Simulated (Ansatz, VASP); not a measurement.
**One calculation of Ba, two programs**

```
Ba
1.0
     4.17426    0.00000    0.00000
    -2.08713    3.61501    0.00000
     0.00000    0.00000   13.62251
Ba
4
Direct
  0.00000 0.00000 0.00000
  0.00000 0.00000 0.50000
  0.33333 0.66667 0.25000
  0.66667 0.33333 0.75000
```

Alike in both runs: task single point; functional PBEsol; k mesh 10 × 10 × 3; occupations fermi-dirac, width 0.1 eV; no spin polarisation.

```csv
,VASP,Ansatz
version,VASP 6.6.1,Ansatz 0.2.0
potentials or method,"VASP PAW PBE potentials, release 64 (Ba_sv), cutoff 520 eV","plane waves (420 eV) with PAW, scalar-relativistic"
valence electrons in the cell,40,40
```

Ansatz gave:

| Item | Value |
| --- | --- |
| pressure (GPa) | 1.3 |

Which values does VASP return?

Pressure (GPa): 1.4.

VASP's potentials were made for PBE, not for PBEsol, and Ansatz warns of the same on its side.

Spin-orbit coupling is off throughout.
